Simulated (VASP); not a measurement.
Here is a VASP 6.6.1 calculation.

Contents of POSCAR:

```
SiC
1.0
    3.0754984732      0.0000000000      0.0000000000
   -1.5377492366      2.6634598071      0.0000000000
    0.0000000000      0.0000000000      5.0485506836
Si C
2 2
Direct
    0.3333333333      0.6666666667     -0.0469747931
    0.6666666667      0.3333333333      0.4530252069
    0.3333333333      0.6666666667      0.4219747931
    0.6666666667      0.3333333333      0.9219747931
```

File INCAR.step1:

```
ALGO = Normal
EDIFF = 1E-4
ENCUT = 520
GGA = PE
ISMEAR = 0
LASPH = True
LCHARG = False
LREAL = False
LWAVE = True
NBANDS = 16
NELM = 60
PREC = Accurate
SIGMA = 0.01
```

Contents of INCAR.step2:

```
ALGO = Normal
EDIFF = 1E-6
ENCUT = 520
ISIF = 2
ISMEAR = 0
ISTART = 1
LASPH = True
LCHARG = False
LMIXTAU = True
LREAL = False
LWAVE = False
METAGGA = R2SCAN
NBANDS = 16
NELM = 60
PREC = Accurate
SIGMA = 0.01
```

The input KPOINTS:

```
k-points
0
Gamma
  9 9 6
```

Potentials or basis: VASP PAW PBE potentials, release 64 (Si, C).

Launch:

```sh
$ cat potpaw_PBE.64/Si/POTCAR potpaw_PBE.64/C/POTCAR > POTCAR
$ cp INCAR.step1 INCAR
$ mpirun -np 1 vasp_std > vasp.out
$ cp INCAR.step2 INCAR
$ mpirun -np 1 vasp_std > vasp.out
```

Question: Predict the largest force.

Answer: 1.609 eV/Å.

Question: Predict the band gap on the k mesh.

Answer: 1.22 eV, indirect (least direct gap 3.35 eV).

Question: What does it give for the pressure?

Answer: 9.3 GPa.

Forces in eV/Å, atoms in the order of the input:
```
Si   0.000  0.000  1.609
Si   0.000  0.000  1.609
C    0.000  0.000 -1.609
C    0.000  0.000 -1.609
```

Caveat: the PAW data sets were made with another functional, which shifts forces and pressure a little. A k mesh can miss the band edges.
